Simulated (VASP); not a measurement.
# MnSi (Pnma) in VASP: single point with PBE

Aim: the single point of MnSi with PBE.

Program: VASP 6.6.1. These are calculated values, not measurements. Logs are shortened: lines on timing, memory, paths and dates and some standing lists are left out, and cuts for length are marked.

## Step 1: The cell of the first run

It takes space group Pnma (No. 62, orthorhombic). Conventional cell: a = 5.615 Å, b = 2.839 Å, c = 6.131 Å, α = 90.00°, β = 90.00°, γ = 90.00°. Mn (site symmetry m) has 6 Si at 2.34 to 2.48 Å and 6 Mn at 2.66 to 2.92 Å within 3.1 Å. Si (site symmetry m) has 6 Mn at 2.34 to 2.48 Å and 4 Si at 2.55 to 2.84 Å within 3.1 Å.

## Step 2: Single point, PBE, collinear spin, ferromagnetic start

Contents of INCAR:

```
SYSTEM = MnSi
PREC = Accurate ; ENCUT = 500
EDIFF = 1E-6 ; ISMEAR = 0
SIGMA = 0.2 ; LREAL = .FALSE.
LASPH = .TRUE. ; NELM = 200
ALGO = Normal ; ISIF = 2
LWAVE = .FALSE. ; LCHARG = .TRUE.
ISPIN = 2 ; MAGMOM = 4 4 4 4 0 0 0 0
LORBIT = 11 ; LMAXMIX = 4
GGA = PE ; LELF = .TRUE.
LVHAR = .TRUE. ; NBANDS = 48
GGA_COMPAT = .FALSE.
```

Contents of KPOINTS:

```
Automatic mesh
0
G
  3 5 3
  0 0 0
```

Contents of POSCAR:

```
MnSi
1.0
    5.6146468103      0.0000000000      0.0000000000
    0.0000000000      2.8385228640      0.0000000000
    0.0000000000      0.0000000000      6.1309223420
Mn Si
4 4
Direct
    0.5053349903      0.2500000000      0.3168368690
    0.9946650097      0.7500000000      0.8168368690
    0.4946650097      0.7500000000      0.6831631310
    0.0053349903      0.2500000000      0.1831631310
    0.1787825320      0.2500000000      0.5549249623
    0.3212174680      0.7500000000      0.0549249623
    0.8212174680      0.7500000000      0.4450750377
    0.6787825320      0.2500000000      0.9450750377
```

Potentials or basis: VASP PAW PBE potentials, release 64 (Mn_pv, Si).

Launch:

```sh
$ cat potpaw_PBE.64/Mn_pv/POTCAR potpaw_PBE.64/Si/POTCAR > POTCAR
$ mpirun -np 1 vasp_std > vasp.out
```

OUTCAR:

```text
SYSTEM = MnSi
   PREC = Accurate
   ENCUT = 500
   EDIFF = 1E-6
   ISMEAR = 0
   LREAL = .FALSE.
   LASPH = .TRUE.
   NELM = 200
   ISIF = 2
   ISPIN = 2
   LORBIT = 11
   GGA = PE

 ion  position               nearest neighbor table
   1  0.505  0.250  0.317-   5 2.34   6 2.38   6 2.38   7 2.40   7 2.40   8 2.48   3 2.66   3 2.66
                             4 2.92   4 2.92
   2  0.995  0.750  0.817-   6 2.34   5 2.38   5 2.38   8 2.40   8 2.40   7 2.48   4 2.66   4 2.66
                             3 2.92   3 2.92
   3  0.495  0.750  0.683-   7 2.34   8 2.38   8 2.38   5 2.40   5 2.40   6 2.48   1 2.66   1 2.66
                             2 2.92   2 2.92
   4  0.005  0.250  0.183-   8 2.34   7 2.38   7 2.38   6 2.40   6 2.40   5 2.48   2 2.66   2 2.66
                             1 2.92   1 2.92
   5  0.179  0.250  0.555-   1 2.34   2 2.38   2 2.38   3 2.40   3 2.40   4 2.48   7 2.55   7 2.55

   6  0.321  0.750  0.055-   2 2.34   1 2.38   1 2.38   4 2.40   4 2.40   3 2.48   8 2.55   8 2.55

   7  0.821  0.750  0.445-   3 2.34   4 2.38   4 2.38   1 2.40   1 2.40   2 2.48   5 2.55   5 2.55

   8  0.679  0.250  0.945-   4 2.34   3 2.38   3 2.38   2 2.40   2 2.40   1 2.48   6 2.55   6 2.55

  LATTYP: Found a simple orthorhombic cell.
 ALAT       =     2.8385228640
 B/A-ratio  =     1.9780171164
 C/A-ratio  =     2.1598988755

  Lattice vectors:

 A1 = (   0.0000000000,  -2.8385228640,   0.0000000000)
 A2 = (   5.6146468103,   0.0000000000,   0.0000000000)
 A3 = (   0.0000000000,   0.0000000000,   6.1309223420)

Analysis of symmetry for initial positions (statically):
=====================================================================
 Subroutine PRICEL returns:
 Original cell was already a primitive cell.

 Routine SETGRP: Setting up the symmetry group for a
 simple orthorhombic supercell.

 Subroutine GETGRP returns: Found  8 space group operations
 (whereof  2 operations were pure point group operations)
 out of a pool of  8 trial point group operations.

The static configuration has the point symmetry S_2 .
 The point group associated with its full space group is D_2h.

Analysis of symmetry for dynamics (positions and initial velocities):
=====================================================================
 Subroutine PRICEL returns:
 Original cell was already a primitive cell.

 Routine SETGRP: Setting up the symmetry group for a
 simple orthorhombic supercell.

 Subroutine GETGRP returns: Found  8 space group operations
 (whereof  2 operations were pure point group operations)
 out of a pool of  8 trial point group operations.
[... 161 lines left out ...]
  ext. energy  EPLUGINS =         0.00000000
  ---------------------------------------------------
  free energy    TOTEN  =       -60.25029908 eV

  energy without entropy =      -60.15466846  energy(sigma->0) =      -60.20248377

 E-fermi :  10.0346     XC(G=0): -12.4932

 val. band max:       10.0308345402   @ k =   0.0000   0.2000   0.3333
 cond. band min:      10.0454409855   @ k =   0.0000   0.0000   0.0000
 fundamental gap:      0.0146064454
 Fermi energy:        10.0345758043

 spin component 1

 k-point     1 :       0.0000    0.0000    0.0000
  band No.  band energies     occupation
      1     -38.3836      1.00000
      2     -38.3700      1.00000
      3     -38.3134      1.00000
      4     -38.3123      1.00000
      5     -38.2385      1.00000
      6     -38.2197      1.00000
[... 577 lines left out ...]
     45      14.2947      0.00000
     46      14.8621      0.00000
 Fermi energy:        10.0345758043

 spin component 2

 k-point     1 :       0.0000    0.0000    0.0000
  band No.  band energies     occupation
      1     -37.0872      1.00000
      2     -37.0808      1.00000
      3     -37.0139      1.00000
      4     -37.0069      1.00000
      5     -36.9693      1.00000
      6     -36.9650      1.00000
[... 577 lines left out ...]
     45      14.7856      0.00000
     46      15.2705      0.00000
 [bands above 46 left out]

------------------------ aborting loop because EDIFF is reached ----------------------------------------

  FORCE on cell =-STRESS in cart. coord.  units (eV):
  Direction    XX          YY          ZZ          XY          YZ          ZX
  --------------------------------------------------------------------------------------
  -------------------------------------------------------------------------------------
  Total       -0.2425212     -0.1509598     -0.1339359      0.0000000      0.0000000      0.0000000
  in kB       -3.9766704     -2.4753192     -2.1961745      0.0000000      0.0000000      0.0000000
  external PRESSURE =      -2.8827214 kB  Pullay stress =       0.0000000 kB

 VOLUME and BASIS-vectors are now :
 -----------------------------------------------------------------------------
  energy-cutoff  :      500.00
  volume of cell :       97.71
      direct lattice vectors                 reciprocal lattice vectors
     5.614646810  0.000000000  0.000000000     0.178105593  0.000000000  0.000000000
     0.000000000  2.838522864  0.000000000     0.000000000  0.352295912  0.000000000
     0.000000000  0.000000000  6.130922342     0.000000000  0.000000000  0.163107595

 POSITION                                       TOTAL-FORCE (eV/Angst)
 -----------------------------------------------------------------------------------
      2.83728      0.70963      1.94250        -0.002756     -0.000000     -0.026190
      5.58469      2.12889      5.00796         0.002756     -0.000000     -0.026190
      2.77737      2.12889      4.18842         0.002756     -0.000000      0.026190
      0.02995      0.70963      1.12296        -0.002756     -0.000000      0.026190
      1.00380      0.70963      3.40220        -0.003328      0.000000     -0.028277
      1.80352      2.12889      0.33674         0.003328     -0.000000     -0.028277
      4.61085      2.12889      2.72872         0.003328     -0.000000      0.028277
      3.81112      0.70963      5.79418        -0.003328     -0.000000      0.028277
 -----------------------------------------------------------------------------------
    total drift:                                0.000000      0.000000      0.000000

  FREE ENERGIE OF THE ION-ELECTRON SYSTEM (eV)
  ---------------------------------------------------
  free  energy   TOTEN  =       -60.2502990822 eV

  energy  without entropy=      -60.1546684649  energy(sigma->0) =      -60.20248377

 total charge

# of ion       s       p       d       tot
------------------------------------------
    1        0.338   6.375   5.222  11.935
    2        0.338   6.375   5.222  11.935
    3        0.338   6.375   5.222  11.935
    4        0.338   6.375   5.222  11.935
    5        0.760   0.915   0.000   1.675
    6        0.760   0.915   0.000   1.675
    7        0.760   0.915   0.000   1.675
    8        0.760   0.915   0.000   1.675
--------------------------------------------------
tot          4.391  29.160  20.887  54.439

 magnetization (x)

# of ion       s       p       d       tot
------------------------------------------
    1        0.003   0.003   1.207   1.212
    2        0.003   0.003   1.207   1.212
    3        0.003   0.003   1.207   1.212
    4        0.003   0.003   1.207   1.212
    5       -0.015  -0.046   0.000  -0.061
    6       -0.015  -0.046   0.000  -0.061
    7       -0.015  -0.046   0.000  -0.061
    8       -0.015  -0.046   0.000  -0.061
--------------------------------------------------
tot         -0.048  -0.173   4.826   4.605
```

OSZICAR:

```text
N       E                     dE             d eps       ncg     rms          rms(c)
DAV:   1     0.780353388141E+03    0.78035E+03   -0.35396E+04  2312   0.162E+03
DAV:   2    -0.711856815712E+01   -0.78747E+03   -0.74969E+03  2304   0.489E+02
DAV:   3    -0.638169046674E+02   -0.56698E+02   -0.54053E+02  2600   0.140E+02
DAV:   4    -0.653183994672E+02   -0.15015E+01   -0.14918E+01  2664   0.223E+01
DAV:   5    -0.653461048072E+02   -0.27705E-01   -0.27696E-01  2640   0.337E+00    0.416E+01
DAV:   6    -0.688459185601E+02   -0.34998E+01   -0.11842E+02  2568   0.810E+01    0.332E+01
DAV:   7    -0.605825939099E+02    0.82633E+01   -0.62621E+01  2520   0.587E+01    0.114E+01
DAV:   8    -0.602968662424E+02    0.28573E+00   -0.36151E+00  2600   0.115E+01    0.399E+00
DAV:   9    -0.602584543247E+02    0.38412E-01   -0.25200E-01  2736   0.312E+00    0.178E+00
DAV:  10    -0.602528575295E+02    0.55968E-02   -0.24876E-02  2680   0.101E+00    0.844E-01
DAV:  11    -0.602502763648E+02    0.25812E-02   -0.39481E-03  2744   0.333E-01    0.239E-01
DAV:  12    -0.602502624477E+02    0.13917E-04   -0.74013E-04  2592   0.165E-01    0.117E-01
DAV:  13    -0.602502973199E+02   -0.34872E-04   -0.11339E-04  2648   0.589E-02    0.538E-02
DAV:  14    -0.602502981672E+02   -0.84727E-06   -0.16295E-05  2592   0.278E-02    0.291E-02
DAV:  15    -0.602502997136E+02   -0.15464E-05   -0.52798E-06  2360   0.141E-02    0.952E-03
DAV:  16    -0.602502990822E+02    0.63137E-06   -0.10148E-06  1424   0.673E-03
   1 F= -.60250299E+02 E0= -.60202484E+02  d E =-.956306E-01  mag=     4.5260
```

Run time: 2.1 min. Hardware: 1 thread of AMD EPYC 9R45 (Zen 5), shared host; peak memory 0.24 GiB.

What came out:

- Free energy: -60.2503 eV
- Pressure: -0.3 GPa
- Largest force: 0.028 eV/Å
- Net moment: 4.53 μB per cell
- Site moments: Mn +1.21; Si -0.06 μB
- Valence electrons inside the program's atomic spheres: Mn 11.94; Si 1.68

Forces in eV/Å, atoms in the order of the input:
```
Mn  -0.003  0.000 -0.026
Mn   0.003  0.000 -0.026
Mn   0.003  0.000  0.026
Mn  -0.003  0.000  0.026
Si  -0.003  0.000 -0.028
Si   0.003  0.000 -0.028
Si   0.003  0.000  0.028
Si  -0.003  0.000  0.028
```

Caveat: the k points lie up to 0.44 Å⁻¹ apart; the moment fell far below its start of 4 μB, so a state of higher moment may lie lower in energy.
